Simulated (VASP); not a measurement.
Wanted: the native input for a VASP 6.6.1 run.

```yaml
Task: single point
Functional: PBE
Potentials_or_basis: VASP PAW PBE potentials, release 64 (Mg, I, F)
Cutoff: 520 eV
k_mesh: 6 × 6 × 2
Occupations: gaussian, width 0.1 eV
Spin: no spin polarisation
Dipole_correction: no
Further_INCAR_settings: ALGO = Normal; EDIFF = 1e-06; NBANDS = 34
```

The structure of Mg3I4F2 lies in POSCAR:

```
Mg3I4F2
1.0
    5.5629501200      0.0000000000      0.0000000000
   -2.7814750600      4.8176561200      0.0000000000
    0.0000000000      0.0000000000      9.4468284500
Mg I F
3 4 2
Direct
    0.5000000000      0.0000000000      0.5000000000
    0.0000000000      0.5000000000      0.5000000000
    0.5000000000      0.5000000000      0.5000000000
    0.3333333300      0.6666666700      0.0000000000
    0.6666666700      0.3333333300      0.0000000000
    0.0000000000      0.0000000000      0.8330480800
    0.0000000000      0.0000000000      0.1669519200
    0.3333333300      0.6666666700      0.5000000000
    0.6666666700      0.3333333300      0.5000000000
```

The cell was built from a structure type or drawn by symmetry, and may not be a known phase.

One way to write it, as run:

INCAR

```
PREC     = Accurate       # precision mode
ENCUT    = 520            # plane-wave cutoff, eV
EDIFF    = 1E-6           # SCF threshold, eV
ISMEAR   = 0              # smearing method
SIGMA    = 0.1            # smearing width, eV
LREAL    = False          # projectors in reciprocal space
LASPH    = True           # aspherical terms in the spheres
NELM     = 100            # most SCF steps
ALGO     = Normal         # electronic algorithm
ISIF     = 2              # what is computed and relaxed
LWAVE    = False          # write WAVECAR
LCHARG   = False          # write CHGCAR
GGA      = PE             # functional
NBANDS   = 34             # bands
```

KPOINTS

```
regular mesh
0
Gamma
  6 6 2
```

Potentials or basis: VASP PAW PBE potentials, release 64 (Mg, I, F).

Launch:

```bash
$ cat potpaw_PBE.64/Mg/POTCAR potpaw_PBE.64/I/POTCAR potpaw_PBE.64/F/POTCAR > POTCAR
$ mpirun -np 1 vasp_std > vasp.out
```

It gave:

| Quantity | Value |
| --- | --- |
| Pressure | 18.6 GPa |
| Largest force | 2.134 eV/Å |
| Band gap on the k mesh | zero (bands 24 and 25 overlap by 0.86 eV) |

Caveat: the cell stands under pressure; spin-orbit coupling is left out, which moves the levels of the heavy elements; forces of over 1 eV/Å act on the atoms, so gaps and moduli don't describe the material at rest.

Wall time 2.9 min on 1 thread of Oxide Virtual Turin-like Processor, on a shared host, peak memory 0.37 GiB.
